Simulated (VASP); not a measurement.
# B (Pmmn) in VASP: electric field gradients with PBE

Aim: the electric field gradients of B with PBE.

Everything below comes from runs of VASP 6.6.1. Logs are shortened: lines on timing, memory, paths and dates and some standing lists are left out, and cuts for length are marked.

## Step 1: The cell of the first run

Symmetry: Pmmn, No. 59, orthorhombic system. The conventional cell has a = 1.625 Å, b = 2.866 Å, c = 3.914 Å, α = 90.00°, β = 90.00°, γ = 90.00°. Within 2.2 Å of B (site symmetry mm2) lie 6 B at 1.62 to 1.86 Å.

## Step 2: Electric field gradients, PBE

File INCAR:

```
  PREC = Accurate
  ENCUT = 520
  EDIFF = 1E-8
  ISMEAR = -1
  SIGMA = 0.05
  LREAL = False
  LASPH = True
  NELM = 100
  ALGO = Normal
  ISIF = 2
  LWAVE = False
  LCHARG = False
  GGA = PE
  LEFG = True
  NBANDS = 10
```

File KPOINTS:

```
Automatic mesh
0
Gamma
  16 9 7
```

File POSCAR:

```
B
1.0
    1.6245600000      0.0000000000      0.0000000000
    0.0000000000      2.8661500000      0.0000000000
    0.0000000000      0.0000000000      3.9144000000
B
2
Direct
    0.0000000000      0.5000000000      0.6092600000
    0.5000000000      0.0000000000      0.3907400000
```

Potentials or basis: VASP PAW PBE potentials, release 64 (B).

The run is started by

```bash
$ cat potpaw_PBE.64/B/POTCAR > POTCAR
$ mpirun -np 1 vasp_std > vasp.out
```

OUTCAR:

```text
PREC = Accurate
   ENCUT = 520
   EDIFF = 1E-8
   ISMEAR = -1
   LREAL = False
   LASPH = True
   NELM = 100
   ISIF = 2
   GGA = PE

 ion  position               nearest neighbor table
   1  0.000  0.500  0.609-   2 1.86   2 1.86   2 1.86   2 1.86
   2  0.500  0.000  0.391-   1 1.86   1 1.86   1 1.86   1 1.86

  LATTYP: Found a simple orthorhombic cell.
 ALAT       =     1.6245600000
 B/A-ratio  =     1.7642623233
 C/A-ratio  =     2.4095139607

  Lattice vectors:

 A1 = (   1.6245600000,   0.0000000000,   0.0000000000)
 A2 = (   0.0000000000,   2.8661500000,   0.0000000000)
 A3 = (   0.0000000000,   0.0000000000,   3.9144000000)

Analysis of symmetry for initial positions (statically):
=====================================================================
 Subroutine PRICEL returns:
 Original cell was already a primitive cell.

 Routine SETGRP: Setting up the symmetry group for a
 simple orthorhombic supercell.

 Subroutine GETGRP returns: Found  8 space group operations
 (whereof  4 operations were pure point group operations)
 out of a pool of  8 trial point group operations.

The static configuration has the point symmetry C_2v.
 The point group associated with its full space group is D_2h.

Analysis of symmetry for dynamics (positions and initial velocities):
=====================================================================
 Subroutine PRICEL returns:
 Original cell was already a primitive cell.

 Routine SETGRP: Setting up the symmetry group for a
 simple orthorhombic supercell.

 Subroutine GETGRP returns: Found  8 space group operations
 (whereof  4 operations were pure point group operations)
 out of a pool of  8 trial point group operations.

The dynamic configuration has the point symmetry C_2v.
 The point group associated with its full space group is D_2h.

 Subroutine INISYM returns: Found  8 space group operations
 (whereof  4 operations are pure point group operations),
 and found     1 'primitive' translations

----------------------------------------------------------------------------------------

                                     Primitive cell

  volume of cell :      18.2264

  direct lattice vectors                    reciprocal lattice vectors
     1.624560000  0.000000000  0.000000000     0.615551288  0.000000000  0.000000000
     0.000000000  2.866150000  0.000000000     0.000000000  0.348900092  0.000000000
     0.000000000  0.000000000  3.914400000     0.000000000  0.000000000  0.255466994

  length of vectors
     1.624560000  2.866150000  3.914400000     0.615551288  0.348900092  0.255466994

  position of ions in fractional coordinates (direct lattice)
     0.000000000  0.500000000  0.609260000
     0.500000000  0.000000000  0.390740000

  ion indices of the primitive-cell ions
   primitive index   ion index
                 1           1
                 2           2

----------------------------------------------------------------------------------------

 KPOINTS: Automatic mesh

Automatic generation of k-mesh.
 Grid dimensions read from file:
 generate k-points for:   16    9    7

 Generating k-lattice:

  Cartesian coordinates                     Fractional coordinates (reciprocal lattice)
     0.038471955  0.000000000  0.000000000     0.062500000  0.000000000  0.000000000
     0.000000000  0.038766677  0.000000000     0.000000000  0.111111111  0.000000000
     0.000000000  0.000000000  0.036495285     0.000000000  0.000000000  0.142857143

  Length of vectors
     0.038471955  0.038766677  0.036495285

  Shift w.r.t. Gamma in fractional coordinates (k-lattice)
     0.000000000  0.000000000  0.000000000

 Subroutine IBZKPT returns following result:
 ===========================================

 Found    180 irreducible k-points:

 Following reciprocal coordinates:
            Coordinates               Weight
  0.000000  0.000000  0.000000      1.000000
  0.062500  0.000000  0.000000      2.000000
  0.125000  0.000000  0.000000      2.000000
  0.187500  0.000000  0.000000      2.000000
  0.250000  0.000000  0.000000      2.000000
  0.312500  0.000000  0.000000      2.000000
[... 16 lines left out ...]
  0.250000  0.222222  0.000000      4.000000
  0.312500  0.222222  0.000000      4.000000
 [... further k-points ...]
   k-points           NKPTS =    180   k-points in BZ     NKDIM =    180   number of bands    NBANDS=     10
   number of dos      NEDOS =    301   number of ions     NIONS =      2
   total plane-waves  NPLWV =   8640
   dimension x,y,z NGX =    12 NGY =   24 NGZ =   30
   dimension x,y,z NGXF=    24 NGYF=   48 NGZF=   60
   ions per type =               2
   NGX,Y,Z   is equivalent  to a cutoff of  12.28, 13.92, 12.74 a.u.
   NGXF,Y,Z  is equivalent  to a cutoff of  24.56, 27.84, 25.48 a.u.
 SYSTEM =  unknown system
   PREC   = accura    normal or accurate (medium, high low for compatibility)
   ISTART =      0    job   : 0-new  1-cont  2-samecut
   ICHARG =      2    charge: 1-file 2-atom 10-const
   ISPIN  =      1    spin polarized calculation?
   LNONCOLLINEAR =      F non collinear calculations
   LSORBIT =      F    spin-orbit coupling
   LASPH  =      T    aspherical Exc in radial PAW
   ENCUT  =  520.0 eV  38.22 Ry    6.18 a.u.   3.02  5.33  7.28*2*pi/ulx,y,z
   NELM   =    100;   NELMIN=  2; NELMDL= -5     # of ELM steps
   EDIFF  = 0.1E-07   stopping-criterion for ELM
   LREAL  =      F    real-space projection
   EDIFFG = 0.1E-06   stopping-criterion for IOM
   NSW    =      0    number of steps for IOM
   IBRION =     -1    ionic relax: 0-MD 1-quasi-New 2-CG
   NFREE  =      0    steps in history (QN), initial steepest desc. (CG)
   ISIF   =      2    stress and relaxation
   ISYM   =      2    0-nonsym 1-usesym 2-fastsym
   POTIM  = 0.5000    time-step for ionic-motion
   TEBEG  =    0.0;   TEEND  =   0.0 temperature during run
   PSTRESS=    0.0 pullay stress
   NELECT =       6.0000    total number of electrons
   NUPDOWN=      -1.0000    fix difference up-down
   EMIN   =  10.00;   EMAX   =-10.00  energy-range for DOS
   EFERMI =   0.00;   METHOD = LEGACY
   ISMEAR =    -1;   SIGMA  =   0.05  broadening in eV -4-tet -1-fermi 0-gaus
   EFERMI_NEDOS =   21; number of points for ismear=-14 and -15
   IALGO  =     38    algorithm
   IMIX   =      4    mixing-type and parameters
     AMIX     =   0.40;   BMIX     =  1.00
     AMIX_MAG =   1.60;   BMIX_MAG =  1.00
  volume/ion in A,a.u.               =       9.11        61.50
  Fermi-wavevector in a.u.,A,eV,Ry     =   1.130382  2.136113 17.385032  1.277764
  Thomas-Fermi vector in A             =   2.267078
   LORBIT       =      0    0 simple, 1 ext, 2 COOP (PROOUT), +10 PAW based schemes
   GGA     = PE    functional components
[... 5 lines left out ...]
 non-spin polarized calculation
  energy-cutoff  :      520.00
  volume of cell :       18.23
 maximum number of plane-waves:       512
   NGX =  7   NGY = 11   NGZ = 15

 number of electron       6.0000000 magnetization

 Free energy of the ion-electron system (eV)
  ---------------------------------------------------
  ext. energy  EPLUGINS =         0.00000000
  ---------------------------------------------------
  free energy    TOTEN  =       -12.45580135 eV

  energy without entropy =      -12.45267986  energy(sigma->0) =      -12.45424061

 E-fermi :   4.3688     XC(G=0): -10.3087

 val. band max:        4.3534829064   @ k =   0.3125   0.0000   0.4286
 cond. band min:       4.3849850827   @ k =   0.3750   0.2222   0.4286
 fundamental gap:      0.0315021763
 Fermi energy:         4.3687854430

 k-point     1 :       0.0000    0.0000    0.0000
  band No.  band energies     occupation
      1     -11.7447      2.00000
      2      -1.4958      2.00000
      3      -0.9415      2.00000
      4       1.9782      2.00000
      5       7.3267      0.00000
      6      12.6423      0.00000
      7      15.7968      0.00000
      8      20.6417      0.00000
      9      22.7312      0.00000
     10      26.4593      0.00000

 k-point     2 :       0.0625    0.0000    0.0000
  band No.  band energies     occupation
      1     -11.5870      2.00000
      2      -1.3344      2.00000
      3      -0.7305      2.00000
      4       2.1908      2.00000
      5       7.3672      0.00000
      6      12.8271      0.00000
      7      15.8920      0.00000
      8      20.7331      0.00000
      9      22.9529      0.00000
     10      25.1040      0.00000

 k-point     3 :       0.1250    0.0000    0.0000
  band No.  band energies     occupation
      1     -11.1160      2.00000
      2      -0.8671      2.00000
      3      -0.0983      2.00000
      4       2.8270      2.00000
      5       7.4676      0.00000
      6      13.3705      0.00000
      7      16.1495      0.00000
      8      20.6283      0.00000
      9      22.9420      0.00000
     10      23.6176      0.00000

 k-point     4 :       0.1875    0.0000    0.0000
  band No.  band energies     occupation
      1     -10.3384      2.00000
      2      -0.1581      2.00000
      3       0.9513      2.00000
      4       3.8808      1.99988
      5       7.5625      0.00000
      6      14.2295      0.00000
      7      16.4665      0.00000
      8      18.8040      0.00000
      9      22.7512      0.00000
     10      24.7252      0.00000
[... 222 lines left out ...]
 k-point    22 :       0.1875    0.2222    0.0000
  band No.  band energies     occupation
      1      -9.6630      2.00000
      2      -2.3078      2.00000
      3       0.6273      2.00000
      4       4.1214      1.98589
      5      11.1116      0.00000
      6      11.7290      0.00000
      7      16.5880      0.00000
      8      19.7579      0.00000
      9      20.1124      0.00000
     10      24.6503      0.00000

 k-point    23 :       0.2500    0.2222    0.0000
  band No.  band energies     occupation
      1      -8.5959      2.00000
      2      -1.3461      2.00000
      3       1.7968      2.00000
      4       5.5722      0.00000
      5      11.4149      0.00000
      6      12.0376      0.00000
      7      17.2100      0.00000
      8      18.8526      0.00000
      9      19.0635      0.00000
     10      23.1566      0.00000

 k-point    24 :       0.3125    0.2222    0.0000
  band No.  band energies     occupation
      1      -7.2651      2.00000
      2      -0.4976      2.00000
      3       3.3229      2.00000
      4       7.3978      0.00000
      5      10.5911      0.00000
      6      12.9315      0.00000
      7      16.7151      0.00000
      8      17.3512      0.00000
      9      20.2310      0.00000
     10      22.1133      0.00000

 [... further k-points ...]
[... 5 lines left out ...]
  --------------------------------------------------------------------------------------
  -------------------------------------------------------------------------------------
  Total       -0.1098922      0.1939964     -0.0426501      0.0000000      0.0000000      0.0000000
  in kB       -9.6600084     17.0531404     -3.7491333      0.0000000      0.0000000      0.0000000
  external PRESSURE =       1.2146663 kB  Pullay stress =       0.0000000 kB

 VOLUME and BASIS-vectors are now :
 -----------------------------------------------------------------------------
  energy-cutoff  :      520.00
  volume of cell :       18.23
      direct lattice vectors                 reciprocal lattice vectors
     1.624560000  0.000000000  0.000000000     0.615551288  0.000000000  0.000000000
     0.000000000  2.866150000  0.000000000     0.000000000  0.348900092  0.000000000
     0.000000000  0.000000000  3.914400000     0.000000000  0.000000000  0.255466994

 POSITION                                       TOTAL-FORCE (eV/Angst)
 -----------------------------------------------------------------------------------
      0.00000      1.43308      2.38489         0.000000      0.000000      0.005635
      0.81228      0.00000      1.52951         0.000000      0.000000     -0.005635
 -----------------------------------------------------------------------------------
    total drift:                                0.000000      0.000000      0.000000

  FREE ENERGIE OF THE ION-ELECTRON SYSTEM (eV)
  ---------------------------------------------------
  free  energy   TOTEN  =       -12.4558013520 eV

  energy  without entropy=      -12.4526798586  energy(sigma->0) =      -12.45424061

 Electric field gradients (V/A^2)
---------------------------------------------------------------------
 ion       V_xx      V_yy      V_zz      V_xy      V_xz      V_yz
---------------------------------------------------------------------
   1     -17.590     6.434    11.156     0.000    -0.000    -0.000
   2     -17.590     6.434    11.156     0.000    -0.000     0.000
---------------------------------------------------------------------

 Electric field gradients after diagonalization (V/A^2)
 (convention: |V_zz| > |V_xx| > |V_yy|)
----------------------------------------------------------------------
 ion       V_xx      V_yy      V_zz     asymmetry (V_yy - V_xx)/ V_zz
----------------------------------------------------------------------
   1      11.156     6.434   -17.590       0.268
   2      11.156     6.434   -17.590       0.268
----------------------------------------------------------------------

           NMR quadrupolar parameters

 Cq : quadrupolar parameter    Cq=e*Q*V_zz/h
 eta: asymmetry parameters     (V_yy - V_xx)/ V_zz
 Q  : nuclear electric quadrupole moment in mb (millibarn)
----------------------------------------------------------------------
 ion       Cq(MHz)       eta       Q (mb)
----------------------------------------------------------------------
   1      -0.043       0.268       1.000
   2      -0.043       0.268       1.000
----------------------------------------------------------------------
```

Run time: 31 s. Hardware: 1 thread of Intel Xeon 8259CL, shared host; peak memory 0.14 GiB.

What came out:

* Free energy: -12.4558 eV
* Pressure: 0.1 GPa
* Largest force: 0.006 eV/Å
* Band gap on the k mesh: zero (band 3 reaches 11.01 eV, above the bottom of band 4 at 0.71 eV)

Forces in eV/Å, atoms in the order of the input:
```
B    0.000  0.000  0.006
B    0.000  0.000 -0.006
```

Stress tensor (GPa, compression positive):
```
-0.97  0.00  0.00
 0.00  1.71  0.00
 0.00  0.00 -0.37
```

Levels at points of the mesh, in eV from the Fermi level:
| k point | band 1 | band 2 | band 3 | band 4 | band 5 | band 6 |
| --- | --- | --- | --- | --- | --- | --- |
| (0.00, 0.00, 0.00) | -16.11 | -5.86 | -5.31 | -2.39 | 2.96 | 8.27 |
| (0.50, 0.00, 0.00) | -7.00 | -7.00 | 6.52 | 6.52 | 7.43 | 7.43 |

Electric field gradients, principal values (V/Å²):
```tsv
atom	least	middle	greatest (by size)
1 B	6.434	11.156	-17.590
2 B	6.434	11.156	-17.590
```

Caveat: without QUAD_EFG the Cq values of the log hold for a quadrupole moment of 1 mb, not for the nuclei; this functional lacks dispersion, which binds the layers, so the pressure and a relaxed spacing across them are unreliable.
